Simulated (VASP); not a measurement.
# Nb (Pm-3m) in VASP: notebook

The runs below take Nb through single point, with revPBE.

Everything below comes from runs of VASP 6.6.1. Logs are shortened: lines on timing, memory, paths and dates and some standing lists are left out, and cuts for length are marked.

## 1. The cell of the first run

Symmetry: Pm-3m, No. 221, cubic system. The conventional cell has a = 2.619 Å, b = 2.619 Å, c = 2.619 Å, α = 90.00°, β = 90.00°, γ = 90.00°. Within 3.5 Å of Nb (site symmetry m-3m) lie 6 Nb at 2.62 Å.

## 2. Single point, revPBE (volume scaled by 0.88)

The input, INCAR:

```
SYSTEM = Nb
  PREC = Accurate
  ENCUT = 520
  EDIFF = 1E-6
  ISMEAR = -1
  SIGMA = 0.1
  LREAL = .FALSE.
  LASPH = .TRUE.
  NELM = 80
  ALGO = Normal
  ISIF = 2
  LWAVE = .FALSE.
  LCHARG = .FALSE.
  GGA = RE
  NBANDS = 12
```

The input, KPOINTS:

```
regular mesh
0
G
  13 13 13
  0 0 0
```

The input, POSCAR:

```
Nb
1.0
    2.6187321917      0.0000000000      0.0000000000
    0.0000000000      2.6187321917      0.0000000000
    0.0000000000      0.0000000000      2.6187321917
Nb
1
Direct
    0.0000000000      0.0000000000      0.0000000000
```

Potentials or basis: VASP PAW PBE potentials, release 64 (Nb_sv).

Run with:

```sh
cat potpaw_PBE.64/Nb_sv/POTCAR > POTCAR
mpirun -np 1 vasp_std > vasp.out
```

OUTCAR:

```text
SYSTEM = Nb
   PREC = Accurate
   ENCUT = 520
   EDIFF = 1E-6
   ISMEAR = -1
   LREAL = .FALSE.
   LASPH = .TRUE.
   NELM = 80
   ISIF = 2
   GGA = RE

 ion  position               nearest neighbor table
   1  0.000  0.000  0.000-

  LATTYP: Found a simple cubic cell.
 ALAT       =     2.6187321917

  Lattice vectors:

 A1 = (   2.6187321917,   0.0000000000,   0.0000000000)
 A2 = (   0.0000000000,   2.6187321917,   0.0000000000)
 A3 = (   0.0000000000,   0.0000000000,   2.6187321917)

Analysis of symmetry for initial positions (statically):
=====================================================================
 Subroutine PRICEL returns:
 Original cell was already a primitive cell.

 Routine SETGRP: Setting up the symmetry group for a
 simple cubic supercell.

 Subroutine GETGRP returns: Found 48 space group operations
 (whereof 48 operations were pure point group operations)
 out of a pool of 48 trial point group operations.

The static configuration has the point symmetry O_h .

Analysis of symmetry for dynamics (positions and initial velocities):
=====================================================================
 Subroutine PRICEL returns:
 Original cell was already a primitive cell.

 Routine SETGRP: Setting up the symmetry group for a
 simple cubic supercell.

 Subroutine GETGRP returns: Found 48 space group operations
 (whereof 48 operations were pure point group operations)
 out of a pool of 48 trial point group operations.

The dynamic configuration has the point symmetry O_h .

 Subroutine INISYM returns: Found 48 space group operations
 (whereof 48 operations are pure point group operations),
 and found     1 'primitive' translations

----------------------------------------------------------------------------------------

                                     Primitive cell

  volume of cell :      17.9586

  direct lattice vectors                    reciprocal lattice vectors
     2.618732192  0.000000000  0.000000000     0.381864172  0.000000000  0.000000000
     0.000000000  2.618732192  0.000000000     0.000000000  0.381864172  0.000000000
     0.000000000  0.000000000  2.618732192     0.000000000  0.000000000  0.381864172

  length of vectors
     2.618732192  2.618732192  2.618732192     0.381864172  0.381864172  0.381864172

  position of ions in fractional coordinates (direct lattice)
     0.000000000  0.000000000  0.000000000

  ion indices of the primitive-cell ions
   primitive index   ion index
                 1           1

----------------------------------------------------------------------------------------

 KPOINTS: regular mesh

Automatic generation of k-mesh.
 Grid dimensions read from file:
 generate k-points for:   13   13   13

 Generating k-lattice:

  Cartesian coordinates                     Fractional coordinates (reciprocal lattice)
     0.029374167  0.000000000  0.000000000     0.076923077  0.000000000  0.000000000
     0.000000000  0.029374167  0.000000000     0.000000000  0.076923077  0.000000000
     0.000000000  0.000000000  0.029374167     0.000000000  0.000000000  0.076923077

  Length of vectors
     0.029374167  0.029374167  0.029374167

  Shift w.r.t. Gamma in fractional coordinates (k-lattice)
     0.000000000  0.000000000  0.000000000

 Subroutine IBZKPT returns following result:
 ===========================================

 Found     84 irreducible k-points:

 Following reciprocal coordinates:
            Coordinates               Weight
  0.000000  0.000000  0.000000      1.000000
  0.076923  0.000000  0.000000      6.000000
  0.153846  0.000000  0.000000      6.000000
  0.230769  0.000000  0.000000      6.000000
  0.307692  0.000000  0.000000      6.000000
  0.384615  0.000000  0.000000      6.000000
[... 16 lines left out ...]
  0.307692  0.307692  0.000000     12.000000
  0.384615  0.307692  0.000000     24.000000
 [... further k-points ...]
   k-points           NKPTS =     84   k-points in BZ     NKDIM =     84   number of bands    NBANDS=     12
   number of dos      NEDOS =    301   number of ions     NIONS =      1
   total plane-waves  NPLWV =   8000
   dimension x,y,z NGX =    20 NGY =   20 NGZ =   20
   dimension x,y,z NGXF=    40 NGYF=   40 NGZF=   40
   ions per type =               1
   NGX,Y,Z   is equivalent  to a cutoff of  12.70, 12.70, 12.70 a.u.
   NGXF,Y,Z  is equivalent  to a cutoff of  25.39, 25.39, 25.39 a.u.
 SYSTEM =  Nb
   PREC   = accura    normal or accurate (medium, high low for compatibility)
   ISTART =      0    job   : 0-new  1-cont  2-samecut
   ICHARG =      2    charge: 1-file 2-atom 10-const
   ISPIN  =      1    spin polarized calculation?
   LNONCOLLINEAR =      F non collinear calculations
   LSORBIT =      F    spin-orbit coupling
   LASPH  =      T    aspherical Exc in radial PAW
   ENCUT  =  520.0 eV  38.22 Ry    6.18 a.u.   4.87  4.87  4.87*2*pi/ulx,y,z
   NELM   =     80;   NELMIN=  2; NELMDL= -5     # of ELM steps
   EDIFF  = 0.1E-05   stopping-criterion for ELM
   LREAL  =      F    real-space projection
   EDIFFG = 0.1E-04   stopping-criterion for IOM
   NSW    =      0    number of steps for IOM
   IBRION =     -1    ionic relax: 0-MD 1-quasi-New 2-CG
   NFREE  =      0    steps in history (QN), initial steepest desc. (CG)
   ISIF   =      2    stress and relaxation
   ISYM   =      2    0-nonsym 1-usesym 2-fastsym
   POTIM  = 0.5000    time-step for ionic-motion
   TEBEG  =    0.0;   TEEND  =   0.0 temperature during run
   PSTRESS=    0.0 pullay stress
   NELECT =      13.0000    total number of electrons
   NUPDOWN=      -1.0000    fix difference up-down
   EMIN   =  10.00;   EMAX   =-10.00  energy-range for DOS
   EFERMI =   0.00;   METHOD = LEGACY
   ISMEAR =    -1;   SIGMA  =   0.10  broadening in eV -4-tet -1-fermi 0-gaus
   EFERMI_NEDOS =   21; number of points for ismear=-14 and -15
   IALGO  =     38    algorithm
   IMIX   =      4    mixing-type and parameters
     AMIX     =   0.40;   BMIX     =  1.00
     AMIX_MAG =   1.60;   BMIX_MAG =  1.00
  volume/ion in A,a.u.               =      17.96       121.19
  Fermi-wavevector in a.u.,A,eV,Ry     =   1.469935  2.777775 29.398238  2.160710
  Thomas-Fermi vector in A             =   2.585253
   LORBIT       =      0    0 simple, 1 ext, 2 COOP (PROOUT), +10 PAW based schemes
   GGA     = RE    functional components
   LHFCALC =     F    Hartree Fock is set to
   AEXX    =    0.0000 exact exchange contribution
   IVDW    =     0    specifies the selected vdW correction
   LEPSILON=     F    determine dielectric tensor
   LRPA    =     F    only Hartree local field effects (RPA)
 non-spin polarized calculation
  energy-cutoff  :      520.00
  volume of cell :       17.96
 maximum number of plane-waves:       496
 NGX is ok and might be reduce to    20
   NGX =  9   NGY =  9   NGZ =  9

 number of electron      13.0000003 magnetization

 Free energy of the ion-electron system (eV)
  ---------------------------------------------------
  ext. energy  EPLUGINS =         0.00000000
  ---------------------------------------------------
  free energy    TOTEN  =        -8.72100385 eV

  energy without entropy =       -8.69292677  energy(sigma->0) =       -8.70696531

 E-fermi :  11.4243     XC(G=0): -12.3518

 val. band max:       11.3733538087   @ k =   0.3846   0.3077   0.2308
 cond. band min:      11.4638500748   @ k =   0.3846   0.0769   0.0000
 fundamental gap:      0.0904962661
 Fermi energy:        11.4242939713

 k-point     1 :       0.0000    0.0000    0.0000
  band No.  band energies     occupation
      1     -43.2821      2.00000
      2     -18.2923      2.00000
      3     -18.2923      2.00000
      4     -18.2923      2.00000
      5       5.5677      2.00000
      6       8.1420      2.00000
      7       8.1420      2.00000
      8      17.1973      0.00000
      9      17.1973      0.00000
     10      17.1973      0.00000
     11      27.0312      0.00000
     12      27.0312      0.00000

 k-point     2 :       0.0769    0.0000    0.0000
  band No.  band energies     occupation
      1     -43.2666      2.00000
      2     -18.4175      2.00000
      3     -18.2817      2.00000
      4     -18.2817      2.00000
      5       5.7575      2.00000
      6       8.1937      2.00000
      7       8.3723      2.00000
      8      16.8766      0.00000
      9      16.8766      0.00000
     10      17.2193      0.00000
     11      26.1552      0.00000
     12      27.4419      0.00000

 k-point     3 :       0.1538    0.0000    0.0000
  band No.  band energies     occupation
      1     -43.2231      2.00000
      2     -18.7551      2.00000
      3     -18.2522      2.00000
      4     -18.2522      2.00000
      5       6.2508      2.00000
      6       8.3408      2.00000
      7       9.0620      2.00000
      8      16.0975      0.00000
      9      16.0975      0.00000
     10      17.2808      0.00000
     11      24.4456      0.00000
     12      28.4666      0.00000
[... 286 lines left out ...]
 k-point    23 :       0.3077    0.3077    0.0000
  band No.  band energies     occupation
      1     -42.9112      2.00000
      2     -19.5124      2.00000
      3     -19.4620      2.00000
      4     -18.0441      2.00000
      5       8.3268      2.00000
      6       9.4961      2.00000
      7      13.2134      0.00000
      8      14.2749      0.00000
      9      14.6766      0.00000
     10      15.0151      0.00000
     11      22.7399      0.00000
     12      25.8324      0.00000

 k-point    24 :       0.3846    0.3077    0.0000
  band No.  band energies     occupation
      1     -42.8565      2.00000
      2     -19.8408      2.00000
      3     -19.4317      2.00000
      4     -18.0082      2.00000
      5       7.9990      2.00000
      6       9.6525      2.00000
      7      13.7703      0.00000
      8      14.2456      0.00000
      9      15.0148      0.00000
     10      15.5750      0.00000
     11      21.9872      0.00000
     12      26.4657      0.00000

 [... further k-points ...]

------------------------ aborting loop because EDIFF is reached ----------------------------------------

  FORCE on cell =-STRESS in cart. coord.  units (eV):
  Direction    XX          YY          ZZ          XY          YZ          ZX
  --------------------------------------------------------------------------------------
  -------------------------------------------------------------------------------------
  Total        2.2547544      2.2547544      2.2547544     -0.0000000      0.0000000     -0.0000000
  in kB      201.1576517    201.1576517    201.1576517     -0.0000000      0.0000000     -0.0000000
  external PRESSURE =     201.1576517 kB  Pullay stress =       0.0000000 kB

 VOLUME and BASIS-vectors are now :
 -----------------------------------------------------------------------------
  energy-cutoff  :      520.00
  volume of cell :       17.96
      direct lattice vectors                 reciprocal lattice vectors
     2.618732192  0.000000000  0.000000000     0.381864172  0.000000000  0.000000000
     0.000000000  2.618732192  0.000000000     0.000000000  0.381864172  0.000000000
     0.000000000  0.000000000  2.618732192     0.000000000  0.000000000  0.381864172

 POSITION                                       TOTAL-FORCE (eV/Angst)
 -----------------------------------------------------------------------------------
      0.00000      0.00000      0.00000         0.000000      0.000000      0.000000
 -----------------------------------------------------------------------------------
    total drift:                                0.000000      0.000000      0.000000

  FREE ENERGIE OF THE ION-ELECTRON SYSTEM (eV)
  ---------------------------------------------------
  free  energy   TOTEN  =        -8.7210038495 eV

  energy  without entropy=       -8.6929267716  energy(sigma->0) =       -8.70696531
```

Wall time 8.6 s (1 thread of Intel Xeon 6975P-C (Granite Rapids), shared host); peak memory 0.13 GiB.

Results:

| Property | Result |
| --- | --- |
| Free energy | -8.7210 eV |
| Pressure | 20.1 GPa |

Caveat: the PAW data sets were made with another functional, which shifts forces and pressure a little.

## 3. Single point, revPBE (volume scaled by 0.92)

The input, INCAR:

```
  PREC = Accurate
  ENCUT = 520
  EDIFF = 1E-7
  ISMEAR = -1
  SIGMA = 0.1
  LREAL = False
  LASPH = True
  NELM = 100
  ALGO = Normal
  ISIF = 2
  LWAVE = False
  LCHARG = True
  GGA = RE
  LELF = True
  LVHAR = True
  NBANDS = 12
```

The input, KPOINTS:

```
Automatic mesh
0
Gamma
  13 13 13
```

The input, POSCAR:

```
Nb
1.0
    2.6578235100      0.0000000000      0.0000000000
    0.0000000000      2.6578235100      0.0000000000
    0.0000000000      0.0000000000      2.6578235100
Nb
1
Direct
    0.0000000000      0.0000000000      0.0000000000
```

Potentials or basis: VASP PAW PBE potentials, release 64 (Nb_sv).

Run with:

```sh
cat potpaw_PBE.64/Nb_sv/POTCAR > POTCAR
mpirun -np 1 vasp_std > vasp.out
```

OUTCAR:

```text
PREC = Accurate
   ENCUT = 520
   EDIFF = 1E-7
   ISMEAR = -1
   LREAL = False
   LASPH = True
   NELM = 100
   ISIF = 2
   GGA = RE

 ion  position               nearest neighbor table
   1  0.000  0.000  0.000-

  LATTYP: Found a simple cubic cell.
 ALAT       =     2.6578235100

  Lattice vectors:

 A1 = (   2.6578235100,   0.0000000000,   0.0000000000)
 A2 = (   0.0000000000,   2.6578235100,   0.0000000000)
[... 537 lines left out ...]
     10      14.7050      0.00000
     11      20.9849      0.00000
     12      25.3607      0.00000

 [... further k-points ...]

------------------------ aborting loop because EDIFF is reached ----------------------------------------

  FORCE on cell =-STRESS in cart. coord.  units (eV):
  Direction    XX          YY          ZZ          XY          YZ          ZX
  --------------------------------------------------------------------------------------
  -------------------------------------------------------------------------------------
  Total        1.3733989      1.3733989      1.3733989      0.0000000      0.0000000      0.0000000
  in kB      117.2003335    117.2003335    117.2003335      0.0000000      0.0000000      0.0000000
  external PRESSURE =     117.2003335 kB  Pullay stress =       0.0000000 kB

 VOLUME and BASIS-vectors are now :
 -----------------------------------------------------------------------------
  energy-cutoff  :      520.00
  volume of cell :       18.77
      direct lattice vectors                 reciprocal lattice vectors
     2.657823510  0.000000000  0.000000000     0.376247707  0.000000000  0.000000000
     0.000000000  2.657823510  0.000000000     0.000000000  0.376247707  0.000000000
     0.000000000  0.000000000  2.657823510     0.000000000  0.000000000  0.376247707

 POSITION                                       TOTAL-FORCE (eV/Angst)
 -----------------------------------------------------------------------------------
      0.00000      0.00000      0.00000         0.000000      0.000000      0.000000
 -----------------------------------------------------------------------------------
    total drift:                               -0.000000      0.000000      0.000000

  FREE ENERGIE OF THE ION-ELECTRON SYSTEM (eV)
  ---------------------------------------------------
  free  energy   TOTEN  =        -8.8018803511 eV

  energy  without entropy=       -8.7728493130  energy(sigma->0) =       -8.78736483
```

OSZICAR:

```text
N       E                     dE             d eps       ncg     rms          rms(c)
DAV:   1     0.121335431465E+03    0.12134E+03   -0.73020E+03  2016   0.107E+03
DAV:   2    -0.373467288271E+01   -0.12507E+03   -0.11938E+03  2132   0.387E+02
DAV:   3    -0.869805887550E+01   -0.49634E+01   -0.46959E+01  2932   0.684E+01
DAV:   4    -0.901431828643E+01   -0.31626E+00   -0.31291E+00  2824   0.149E+01
DAV:   5    -0.902453396932E+01   -0.10216E-01   -0.10212E-01  2980   0.222E+00    0.699E+00
DAV:   6    -0.880119230062E+01    0.22334E+00   -0.41271E-01  3212   0.804E+00    0.271E+00
DAV:   7    -0.879361929602E+01    0.75730E-02   -0.11578E-01  3368   0.429E+00    0.907E-01
DAV:   8    -0.880180770061E+01   -0.81884E-02   -0.14116E-02  2256   0.153E+00    0.524E-02
DAV:   9    -0.880188185590E+01   -0.74155E-04   -0.13071E-03  3228   0.266E-01    0.705E-02
DAV:  10    -0.880189187458E+01   -0.10019E-04   -0.25292E-05  2516   0.524E-02    0.542E-02
DAV:  11    -0.880188216859E+01    0.97060E-05   -0.40727E-05  2620   0.108E-01    0.138E-02
DAV:  12    -0.880188179507E+01    0.37353E-06   -0.73182E-07  2628   0.789E-03    0.119E-02
DAV:  13    -0.880188020338E+01    0.15917E-05   -0.16960E-06  2528   0.155E-02    0.556E-04
DAV:  14    -0.880188038457E+01   -0.18118E-06   -0.88140E-08  1920   0.370E-03    0.775E-04
DAV:  15    -0.880188035106E+01    0.33511E-07   -0.93955E-09  1240   0.140E-03
   1 F= -.88018804E+01 E0= -.87873648E+01  d E =-.290310E-01
```

stdout:

```text
POSCAR found type information on POSCAR Nb
 POSCAR found :  1 types and       1 ions
 scaLAPACK will be used
 -----------------------------------------------------------------------------
|                                                                             |
|                                                                             |
|     You enforced a specific xc type in the INCAR file but a different       |
|     I HOPE YOU KNOW WHAT YOU ARE DOING!                                     |
|                                                                             |
 -----------------------------------------------------------------------------

 LDA part: xc-table for (Slater+PW92), standard interpolation
 POSCAR, INCAR and KPOINTS ok, starting setup
 FFT: planning ... GRIDC
 FFT: planning ... GRID_SOFT
 FFT: planning ... GRID
 WAVECAR not read
 entering main loop
```

Wall time 12 s (1 thread of Intel Xeon 6975P-C (Granite Rapids), shared host); peak memory 0.13 GiB.

What came out:

* Free energy: -8.8019 eV
* Pressure: 11.7 GPa

Caveat: the PAW data sets were made with another functional, which shifts forces and pressure a little.

(Continued in part 2 of 2.)
